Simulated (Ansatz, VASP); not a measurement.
## Two plane-wave programs on Sn

```
CELL_PARAMETERS angstrom
0.00000 3.23334 3.23334
3.23334 0.00000 3.23334
3.23334 3.23334 0.00000
ATOMIC_POSITIONS crystal
Sn 0.00000 0.00000 0.00000
Sn 0.25000 0.25000 0.25000
```

Alike in both runs: task relaxation of cell and atoms; functional revPBE; dispersion D3(BJ); k mesh 7 × 7 × 7; occupations fermi-dirac, width 0.3 eV; no spin polarisation.

```csv
,VASP,Ansatz
version,VASP 6.6.1,Ansatz 0.2.0
potentials or method,"VASP PAW PBE potentials, release 64 (Sn_d), cutoff 600 eV","plane waves, PAW"
valence electrons in the cell,28,28
```

Ansatz gave:

| Property | Result |
| --- | --- |
| relaxed volume (Å³/atom) | 35.51 |
| relaxed cell length with the largest relative difference (Å) | 4.648 |

Which values does VASP return?

Relaxed volume (Å³/atom): 35.50; relaxed cell length with the largest relative difference (Å): 4.648.

VASP's potentials were made for PBE, not for revPBE.
